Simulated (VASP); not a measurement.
Here is a VASP 6.6.1 calculation.

File INCAR:

```
PREC = Accurate
ENCUT = 600
EDIFF = 1E-6
ISMEAR = 0
SIGMA = 0.1
LREAL = False
LASPH = True
NELM = 120
ALGO = Normal
ISIF = 2
LWAVE = False
LCHARG = False
GGA = PS
NBANDS = 37
GGA_COMPAT = False
```

File KPOINTS:

```
Automatic mesh
0
Gamma
  8 8 8
```

File POSCAR:

```
Ag2O
1.0
    4.7064930162      0.0000000000      0.0000000000
    0.0000000000      4.7064930162      0.0000000000
    0.0000000000      0.0000000000      4.7064930162
Ag O
4 2
Direct
    0.2500000000      0.2500000000      0.2500000000
    0.2500000000      0.7500000000      0.7500000000
    0.7500000000      0.7500000000      0.2500000000
    0.7500000000      0.2500000000      0.7500000000
    0.0000000000      0.0000000000      0.0000000000
    0.5000000000      0.5000000000      0.5000000000
```

Potentials or basis: VASP PAW PBE potentials, release 64 (Ag, O).

Launch:

```bash
$ cat potpaw_PBE.64/Ag/POTCAR potpaw_PBE.64/O/POTCAR > POTCAR
$ mpirun -np 1 vasp_std > vasp.out
```

(1) Predict the pressure.

(2) Predict the band gap on the k mesh.

Answers

(1) -0.3 GPa.

(2) zero (filled and empty bands touch).

Caveat: semilocal functionals underestimate gaps, and a narrow one can read as zero; the PAW data sets were made with another functional, which shifts forces and pressure a little.
